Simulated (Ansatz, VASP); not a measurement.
**One calculation of Pb, two programs**

```
CELL_PARAMETERS angstrom
0.00000 2.42450 2.42450
2.42450 0.00000 2.42450
2.42450 2.42450 0.00000
ATOMIC_POSITIONS crystal
Pb 0.00000 0.00000 0.00000
```

Alike in both runs: task single point; functional PBE exchange alone; k mesh 9 × 9 × 9; occupations fermi-dirac, width 0.05 eV; no spin polarisation.

```csv
,VASP,Ansatz
version,VASP 6.6.1,Ansatz 0.2.0
potentials or method,"VASP PAW PBE potentials, release 64 (Pb_d)",Ansatz PAW
plane-wave cutoff (eV),520,420
valence electrons in the cell,14,14
```

```csv
,VASP,Ansatz,Ansatz less VASP
gap on the k mesh at the Fermi level (eV),none,none,-
pressure (GPa),16.3,16.4,+0.06
```

VASP's potentials were made for PBE, not for PBE exchange alone. A gap of «none» marks a metal or a gap that the smearing closes.

Neither program's run includes spin-orbit coupling.
